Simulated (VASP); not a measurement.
The system is TaGaMo3.

```
Ta Ga Mo
1.0
     4.31032    0.00000    0.00000
     0.00000    4.31032    0.00000
     0.00000    0.00000    4.31032
Ta Ga Mo
1 1 3
Direct
  0.00000 0.00000 0.00000
  0.50000 0.50000 0.50000
  0.00000 0.50000 0.50000
  0.50000 0.00000 0.50000
  0.50000 0.50000 0.00000
```

| Quantity | Value |
| --- | --- |
| Program | VASP 6.6.1 |
| Task | relaxation of cell and atoms |
| Functional | PBE |
| Potentials or basis | VASP PAW PBE potentials, release 64 (Ta_pv, Ga_d, Mo_sv) |
| Cutoff | 600 eV |
| k mesh | 4 × 4 × 4 |
| Occupations | gaussian, width 0.1 eV |
| Spin | no spin polarisation |

At the start: pressure 40.8 GPa; volume 16.02 Å³/atom.

Task: How do energy, volume and symmetry change on relaxing?

Result: Over 5 steps the energy falls by 319.2 meV/atom and the volume is 18.94 Å³/atom (+18.3 %); space group Pm-3m (No. 221, to 0.05 Å).

Step by step:
```csv
step,energy change (eV),largest force (eV/Å),pressure (GPa),volume (Å³)
1,0.0000,0.0000,40.80,80.08
2,3.4488,0.0000,-26.23,137.27
3,-1.5768,0.0000,-3.20,96.59
4,-1.5952,0.0000,-0.68,95.08
5,-1.5960,0.0000,-0.01,94.70
```

Final structure:
```xyz
5
Lattice="4.5580 0.0000 0.0000 0.0000 4.5580 0.0000 0.0000 0.0000 4.5580" Properties=species:S:1:pos:R:3 pbc="T T T"
Ta    0.0000    0.0000    0.0000
Ga    2.2790    2.2790    2.2790
Mo    0.0000    2.2790    2.2790
Mo    2.2790    0.0000    2.2790
Mo    2.2790    2.2790    0.0000
```

Caveat: the k points lie up to 0.34 Å⁻¹ apart in the final cell; the volume moved by over 15 % at a fixed basis, so the end points are rough.
